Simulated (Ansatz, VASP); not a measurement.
AlCo in VASP and in Ansatz

```xyz
2
Lattice="2.8194 0.0000 0.0000 0.0000 2.8194 0.0000 0.0000 0.0000 2.8194" Properties=species:S:1:pos:R:3 pbc="T T T"
Co    1.4097    1.4097    1.4097
Al    0.0000    0.0000    0.0000
```

Alike in both runs: task single point; functional PBE; k mesh 8 × 8 × 8; occupations fermi-dirac, width 0.05 eV; collinear spin; fixed moment 2 μB.

|  | VASP | Ansatz |
| --- | --- | --- |
| version | VASP 6.6.1 | Ansatz 0.2.0 |
| potentials or method | VASP PAW PBE potentials, release 64 (Co_sv, Al) | Ansatz PAW |
| plane-wave cutoff (eV) | 600 | 420 |
| valence electrons in the cell | 20 | 20 |

Ansatz gave:

- pressure (GPa): 25.4
- net moment per atom (μB): 1.00
- size of the moment on the site where the two differ most (μB): 1.71

Task: Estimate VASP's values.

Result: Pressure (GPa): 23.6; net moment per atom (μB): 1.00; size of the moment on the site where the two differ most (μB): 1.65.

Site moments also hang on the region over which each program counts them. The functional is the same, so the differences come from potentials, cutoffs and numerics.
